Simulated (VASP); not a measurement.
The system is Si5Ge.

```
Si Ge
1.0
     2.67057    0.00000    0.00000
    -1.33528    2.31278    0.00000
     0.00000    0.00000   15.40781
Si Ge
5 1
Direct
  0.33333 0.66667 0.84622
  0.33333 0.66667 0.15378
  0.66667 0.33333 0.00000
  0.66667 0.33333 0.31840
  0.66667 0.33333 0.68160
  0.33333 0.66667 0.50000
```

* Program: VASP 6.6.1
* Task: relaxation of cell and atoms
* Functional: PBE
* Potentials or basis: VASP PAW PBE potentials, release 64 (Si, Ge_d)
* Cutoff: 600 eV
* k mesh: 18 × 18 × 4
* Occupations: gaussian, width 0.1 eV
* Spin: no spin polarisation

At the start: pressure -0.9 GPa; volume 15.86 Å³/atom.

Question: Where does the relaxation end?

Answer: Over 14 steps the energy falls by 44.9 meV/atom and the volume is 15.39 Å³/atom (-3.0 %); space group P-6m2 (No. 187, to 0.1 Å) before and after.

Step by step:
| step | energy change (eV) | largest force (eV/Å) | pressure (GPa) | volume (Å³) |
| --- | --- | --- | --- | --- |
| 1 | 0.0000 | 0.1626 | -0.88 | 95.17 |
| 2 | -0.1253 | 0.1576 | -0.66 | 93.91 |
| 3 | -0.2196 | 0.2138 | -0.12 | 92.29 |
| 4 | -0.1599 | 0.1907 | 3.93 | 88.57 |
| 5 | -0.2232 | 0.2639 | 2.03 | 90.24 |
| 6 | -0.2531 | 0.2467 | 0.91 | 91.29 |
| 7 | -0.2531 | 0.2545 | 1.03 | 91.16 |
| 8 | -0.2626 | 0.1427 | -0.42 | 92.75 |
| 9 | -0.2627 | 0.1524 | -0.30 | 92.61 |
| 10 | -0.2687 | 0.0625 | -0.24 | 92.53 |
| 11 | -0.2691 | 0.0347 | -0.20 | 92.51 |
| 12 | -0.2696 | 0.0105 | 0.16 | 92.12 |
| 13 | -0.2696 | 0.0133 | 0.08 | 92.20 |
| 14 | -0.2697 | 0.0084 | -0.01 | 92.31 |

Final structure:
```
CELL_PARAMETERS angstrom
2.76150 0.00000 0.00000
-1.38075 2.39153 0.00000
0.00000 0.00000 13.97763
ATOMIC_POSITIONS crystal
Si 0.33333 0.66667 0.84182
Si 0.33333 0.66667 0.15818
Si 0.66667 0.33333 0.00000
Si 0.66667 0.33333 0.31555
Si 0.66667 0.33333 0.68445
Ge 0.33333 0.66667 0.50000
```

Caveat: the highest band is partly filled, so the run has too few bands.
